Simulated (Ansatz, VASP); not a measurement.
## Two plane-wave programs on SnTe

File INCAR:

```
SYSTEM = SnTe
ALGO = Normal ; EDIFF = 1E-7
ENCUT = 520 ; GGA = PE
ISIF = 2 ; ISMEAR = 0
LASPH = .True. ; LCHARG = .True.
LELF = .True. ; LREAL = .False.
LVHAR = .True. ; LWAVE = .False.
NBANDS = 17 ; NELM = 80
PREC = Accurate ; SIGMA = 0.03
```

File KPOINTS:

```
k-points
0
Gamma
  10 10 10
  0 0 0
```

POSCAR

```
SnTe
1.0
    0.0000000000      3.0775875000      3.3143250000
    3.0775875000      0.0000000000      3.3143250000
    3.0775875000      3.0775875000      0.0000000000
Sn Te
1 1
Direct
    0.0000000000      0.0000000000      0.0000000000
    0.5000000000      0.5000000000      0.5000000000
```

Input for Ansatz:

```yaml
crystal:
  lattice:
    - [0.0, 3.0775875, 3.314325]
    - [3.0775875, 0.0, 3.314325]
    - [3.0775875, 3.0775875, 0.0]
  atoms:
    - { symbol: Sn, position: [0.0, 0.0, 0.0] }
    - { symbol: Te, position: [0.5, 0.5, 0.5] }
basis:
  ecutwfc: 420
kpoints:
  mp_grid: { grid: [10, 10, 10] }
hamiltonian:
  xc: pbe
scf:
  occupations: { method: gaussian, width: 0.03 }
output:
  forces: true
  stress: true
  eigenvalues: true
```

Change from the starting cell: strain -0.025 along x and y, +0.050 along z, atoms carried along.

Alike in both runs: task single point; functional PBE; k mesh 10 × 10 × 10; occupations gaussian, width 0.03 eV; no spin polarisation.

|  | VASP | Ansatz |
| --- | --- | --- |
| version | VASP 6.6.1 | Ansatz 0.2.0 |
| potentials or method | VASP PAW PBE potentials, release 64 (Sn_d, Te), cutoff 520 eV | scalar-relativistic, plane waves, PAW |
| valence electrons in the cell | 20 | 30 |

|  | VASP | Ansatz | Ansatz less VASP |
| --- | --- | --- | --- |
| gap on the k mesh at the Fermi level (eV) | 0.09 | 0.09 | +0.004 |
| least direct gap on the mesh (eV) | 0.37 | 0.37 | -0.002 |
| pressure (GPa) | 2.8 | 2.8 | +0.02 |
| traceless stress, the component that is largest in VASP (GPa) | -5.81 | -5.80 | +0.011 |

VASP's potentials hold 20 valence electrons a cell and Ansatz's 30, so a difference there can come from the potentials and not from the codes.

Spin-orbit coupling is off throughout.
